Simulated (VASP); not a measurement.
# KBr (Fm-3m) in VASP: a series of runs

Runs on KBr. Level: PBE+D3(BJ). Tasks: single point, relaxation of cell and atoms.

All numbers are computed with VASP 6.6.1; they aren't measurements. Logs are shortened: lines on timing, memory, paths and dates and some standing lists are left out, and cuts for length are marked.

## 1. The cell of the first run

It takes space group Fm-3m (No. 225, cubic). The conventional cell has a = 6.565 Å, b = 6.565 Å, c = 6.565 Å, α = 90.00°, β = 90.00°, γ = 90.00°. Within 4.3 Å of K (site symmetry m-3m) lie 6 Br at 3.28 Å. Within 4.3 Å of Br (site symmetry m-3m) lie 6 K at 3.28 Å.

## 2. Single point, PBE+D3(BJ)

The input, INCAR:

```
SYSTEM = KBr
ALGO     = Normal         ! electronic algorithm
EDIFF    = 1E-6           ! SCF threshold, eV
ENCUT    = 520            ! plane-wave cutoff, eV
GGA      = PE             ! functional
ISIF     = 2              ! what is computed and relaxed
ISMEAR   = 0              ! smearing method
IVDW     = 12             ! dispersion correction
LASPH    = .True.         ! aspherical terms in the spheres
LCHARG   = .False.        ! write CHGCAR
LREAL    = .False.        ! projectors in reciprocal space
LWAVE    = .False.        ! write WAVECAR
NBANDS   = 15             ! bands
NELM     = 100            ! most SCF steps
PREC     = Accurate       ! precision mode
SIGMA    = 0.02           ! smearing width, eV
```

The input, KPOINTS:

```
k-points
0
Gamma
  6 6 6
  0 0 0
```

The input, POSCAR:

```
KBr
1.0
    0.0000000000      3.2824736936      3.2824736936
    3.2824736936      0.0000000000      3.2824736936
    3.2824736936      3.2824736936      0.0000000000
K Br
1 1
Direct
    0.0000000000      0.0000000000      0.0000000000
    0.5000000000      0.5000000000      0.5000000000
```

Potentials or basis: VASP PAW PBE potentials, release 64 (K_sv, Br).

Started as:

```bash
$ cat potpaw_PBE.64/K_sv/POTCAR potpaw_PBE.64/Br/POTCAR > POTCAR
$ mpirun -np 1 vasp_std > vasp.out
```

OUTCAR:

```text
SYSTEM = KBr
   EDIFF = 1E-6
   ENCUT = 520
   GGA = PE
   ISIF = 2
   ISMEAR = 0
   IVDW = 12
   LASPH = .True.
   LREAL = .False.
   NELM = 100
   PREC = Accurate
 IVDW          = 12

 ion  position               nearest neighbor table
   1  0.000  0.000  0.000-   2 3.28   2 3.28   2 3.28   2 3.28   2 3.28   2 3.28
   2  0.500  0.500  0.500-   1 3.28   1 3.28   1 3.28   1 3.28   1 3.28   1 3.28

  LATTYP: Found a face centered cubic cell.
 ALAT       =     6.5649473872

  Lattice vectors:

 A1 = (   0.0000000000,   3.2824736936,   3.2824736936)
 A2 = (   3.2824736936,   0.0000000000,   3.2824736936)
 A3 = (   3.2824736936,   3.2824736936,   0.0000000000)

Analysis of symmetry for initial positions (statically):
=====================================================================
 Subroutine PRICEL returns:
 Original cell was already a primitive cell.

 Routine SETGRP: Setting up the symmetry group for a
 face centered cubic supercell.

 Subroutine GETGRP returns: Found 48 space group operations
 (whereof 48 operations were pure point group operations)
 out of a pool of 48 trial point group operations.

The static configuration has the point symmetry O_h .

Analysis of symmetry for dynamics (positions and initial velocities):
=====================================================================
 Subroutine PRICEL returns:
 Original cell was already a primitive cell.

 Routine SETGRP: Setting up the symmetry group for a
 face centered cubic supercell.

 Subroutine GETGRP returns: Found 48 space group operations
 (whereof 48 operations were pure point group operations)
 out of a pool of 48 trial point group operations.

The dynamic configuration has the point symmetry O_h .

 Subroutine INISYM returns: Found 48 space group operations
 (whereof 48 operations are pure point group operations),
 and found     1 'primitive' translations

----------------------------------------------------------------------------------------

                                     Primitive cell

  volume of cell :      70.7349

  direct lattice vectors                    reciprocal lattice vectors
     0.000000000  3.282473694  3.282473694    -0.152324145  0.152324145  0.152324145
     3.282473694  0.000000000  3.282473694     0.152324145 -0.152324145  0.152324145
     3.282473694  3.282473694  0.000000000     0.152324145  0.152324145 -0.152324145

  length of vectors
     4.642118816  4.642118816  4.642118816     0.263833159  0.263833159  0.263833159

  position of ions in fractional coordinates (direct lattice)
     0.000000000  0.000000000  0.000000000
     0.500000000  0.500000000  0.500000000

  ion indices of the primitive-cell ions
[... 80 lines left out ...]
   EFERMI =   0.00;   METHOD = LEGACY
   ISMEAR =     0;   SIGMA  =   0.02  broadening in eV -4-tet -1-fermi 0-gaus
   EFERMI_NEDOS =   21; number of points for ismear=-14 and -15
   IALGO  =     38    algorithm
   IMIX   =      4    mixing-type and parameters
     AMIX     =   0.40;   BMIX     =  1.00
     AMIX_MAG =   1.60;   BMIX_MAG =  1.00
  volume/ion in A,a.u.               =      35.37       238.67
  Fermi-wavevector in a.u.,A,eV,Ry     =   0.997479  1.884961 13.537300  0.994963
  Thomas-Fermi vector in A             =   2.129637
   LORBIT       =      0    0 simple, 1 ext, 2 COOP (PROOUT), +10 PAW based schemes
   GGA     = PE    functional components
   LHFCALC =     F    Hartree Fock is set to
   AEXX    =    0.0000 exact exchange contribution
   IVDW    =    12    specifies the selected vdW correction
   LEPSILON=     F    determine dielectric tensor
   LRPA    =     F    only Hartree local field effects (RPA)
 non-spin polarized calculation
 Gauss-broadening in eV      SIGMA  =   0.02
  energy-cutoff  :      520.00
  volume of cell :       70.73
 maximum number of plane-waves:      1932
 NGX is ok and might be reduce to    36
   NGX = 17   NGY = 17   NGZ = 17

 number of electron      15.9999999 magnetization

 Free energy of the ion-electron system (eV)
  ---------------------------------------------------
  ext. energy  EPLUGINS =         0.00000000
  ---------------------------------------------------
  free energy    TOTEN  =        -6.20861499 eV

  energy without entropy =       -6.20861499  energy(sigma->0) =       -6.20861499

 E-fermi :  -1.5075     XC(G=0):  -7.4347

 val. band max:       -1.6764066842   @ k =   0.0000   0.0000   0.0000
 cond. band min:       2.8008461583   @ k =   0.0000   0.0000   0.0000
 fundamental gap:      4.4772528425
 Fermi energy:        -1.5075138503

 k-point     1 :       0.0000    0.0000    0.0000
  band No.  band energies     occupation
      1     -29.4238      2.00000
      2     -13.9884      2.00000
      3     -12.9024      2.00000
      4     -12.9024      2.00000
      5     -12.9024      2.00000
      6      -1.6764      2.00000
      7      -1.6764      2.00000
      8      -1.6764      2.00000
      9       2.8008      0.00000
     10       5.9306      0.00000
     11       5.9306      0.00000
     12       5.9306      0.00000
     13       6.7639      0.00000
     14       6.7639      0.00000
[... 257 lines left out ...]
      2     -13.9629      2.00000
      3     -12.9844      2.00000
      4     -12.9552      2.00000
      5     -12.8354      2.00000
      6      -2.3992      2.00000
      7      -2.1667      2.00000
      8      -2.1348      2.00000
      9       4.9176      0.00000
     10       6.3115      0.00000
     11       6.6611      0.00000
     12       7.6267      0.00000
     13       8.3672      0.00000
     14       9.1698      0.00000
     15       9.7230      0.00000

------------------------ aborting loop because EDIFF is reached ----------------------------------------

 Edisp (eV)   -0.42041

 E8    (eV) :    -0.1966

  FORCE on cell =-STRESS in cart. coord.  units (eV):
  Direction    XX          YY          ZZ          XY          YZ          ZX
  --------------------------------------------------------------------------------------
  -------------------------------------------------------------------------------------
  Total       0.01944     0.01944     0.01944     0.00000     0.00000    -0.00000
  in kB       0.44023     0.44023     0.44023     0.00000     0.00000    -0.00000
  external pressure =        0.44 kB  Pullay stress =        0.00 kB

 VOLUME and BASIS-vectors are now :
 -----------------------------------------------------------------------------
  energy-cutoff  :      520.00
  volume of cell :       70.73
      direct lattice vectors                 reciprocal lattice vectors
     0.000000000  3.282473694  3.282473694    -0.152324145  0.152324145  0.152324145
     3.282473694  0.000000000  3.282473694     0.152324145 -0.152324145  0.152324145
     3.282473694  3.282473694  0.000000000     0.152324145  0.152324145 -0.152324145

 POSITION                                       TOTAL-FORCE (eV/Angst)
 -----------------------------------------------------------------------------------
      0.00000      0.00000      0.00000        -0.000000     -0.000000     -0.000000
      3.28247      3.28247      3.28247         0.000000      0.000000      0.000000
 -----------------------------------------------------------------------------------
    total drift:                                0.000000      0.000000      0.000000

  FREE ENERGIE OF THE ION-ELECTRON SYSTEM (eV)
  ---------------------------------------------------
  free  energy   TOTEN  =        -6.6290273080 eV

  energy  without entropy=       -6.6290273080  energy(sigma->0) =       -6.62902731
```

stdout:

```text
POSCAR found type information on POSCAR K Br
 POSCAR found :  2 types and       2 ions
 scaLAPACK will be used
 LDA part: xc-table for (Slater+PW92), standard interpolation
 POSCAR, INCAR and KPOINTS ok, starting setup
 FFT: planning ... GRIDC
 FFT: planning ... GRID_SOFT
 FFT: planning ... GRID
 WAVECAR not read
 entering main loop
```

Run time: 13 s. Hardware: 1 thread of Intel Xeon Platinum 8375C at 2.90GHz (Ice Lake), shared host; peak memory 0.21 GiB.

Results:

```yaml
Free_energy: -6.6290 eV
Pressure: 0.0 GPa
Band_gap_on_the_k_mesh: 4.48 eV, direct
Dispersion_energy_per_atom: -0.210 eV
```

## 3. Relaxation of cell and atoms, PBE+D3(BJ)

This run uses another cell than the first one, of 35.76 Å³/atom, 1.011 times its volume.

The input, INCAR:

```
SYSTEM = KBr
PREC     = Accurate       ! precision mode
ENCUT    = 600            ! plane-wave cutoff, eV
EDIFF    = 1E-6           ! SCF threshold, eV
ISMEAR   = 0              ! smearing method
SIGMA    = 0.02           ! smearing width, eV
LREAL    = .FALSE.        ! projectors in reciprocal space
LASPH    = .TRUE.         ! aspherical terms in the spheres
NELM     = 100            ! most SCF steps
ALGO     = Normal         ! electronic algorithm
ISIF     = 3              ! what is computed and relaxed
LWAVE    = .FALSE.        ! write WAVECAR
LCHARG   = .FALSE.        ! write CHGCAR
GGA      = PE             ! functional
IVDW     = 12             ! dispersion correction
IBRION   = 2              ! ionic algorithm
NSW      = 100            ! ionic steps
EDIFFG   = -0.01          ! ionic threshold
```

The input, KPOINTS:

```
regular mesh
0
G
  6 6 6
  0 0 0
```

The input, POSCAR:

```
KBr
1.0
    0.0000000000      3.2945408800      3.2945408800
    3.2945408800      0.0000000000      3.2945408800
    3.2945408800      3.2945408800      0.0000000000
K Br
1 1
Direct
    0.0000000000      0.0000000000      0.0000000000
    0.5000000000      0.5000000000      0.5000000000
```

Potentials or basis: VASP PAW PBE potentials, release 64 (K_sv, Br).

Started as:

```bash
$ cat potpaw_PBE.64/K_sv/POTCAR potpaw_PBE.64/Br/POTCAR > POTCAR
$ mpirun -np 1 vasp_std > vasp.out
```

Wall time 32 s (1 thread of Intel Xeon Platinum 8375C at 2.90GHz (Ice Lake), shared host); peak memory 0.25 GiB.

It converged, with:

```
Free energy                            : -6.6292 eV
Relaxed volume                         : 35.55 Å³/atom
Relaxed cell                           : a = 4.650 Å, b = 4.650 Å, c = 4.650 Å, α = 60.00°, β = 60.00°, γ = 60.00°
Space group after relaxing (to 0.05 Å) : Fm-3m (No. 225)
Energy gained by relaxing              : 0.1 meV/atom
Ionic steps                            : 3
Pressure after relaxing                : 0.0 GPa
Band gap on the k mesh                 : 4.46 eV, direct
Dispersion energy per atom             : -0.209 eV
```

The path:
| step | energy change (eV) | largest force (eV/Å) | pressure (GPa) | volume (Å³) |
| --- | --- | --- | --- | --- |
| 1 | 0.0000 | 0.0000 | -0.12 | 71.52 |
| 2 | -0.0002 | 0.0000 | -0.06 | 71.25 |
| 3 | -0.0002 | 0.0000 | -0.03 | 71.09 |

Final structure:
```yaml
crystal:
  lattice:
    - [0.00000, 3.28801, 3.28801]
    - [3.28801, 0.00000, 3.28801]
    - [3.28801, 3.28801, 0.00000]
  atoms:
    - { symbol: K, position: [0.00000, 0.00000, 0.00000] }
    - { symbol: Br, position: [0.50000, 0.50000, 0.50000] }
```

Levels at points of the mesh, in eV from the valence-band top:
| k point | band 6 | band 7 | band 8 | band 9 | band 10 | band 11 |
| --- | --- | --- | --- | --- | --- | --- |
| (0.00, 0.00, 0.00) | 0.00 | 0.00 | 0.00 | 4.46 | 7.61 | 7.61 |
| (0.50, 0.00, 0.00) | -1.20 | -0.34 | -0.34 | 6.61 | 8.28 | 9.79 |
| (0.50, 0.50, 0.00) | -0.82 | -0.29 | -0.29 | 5.85 | 7.24 | 9.39 |

As with any semilocal functional, this PBE gap is likely too small.
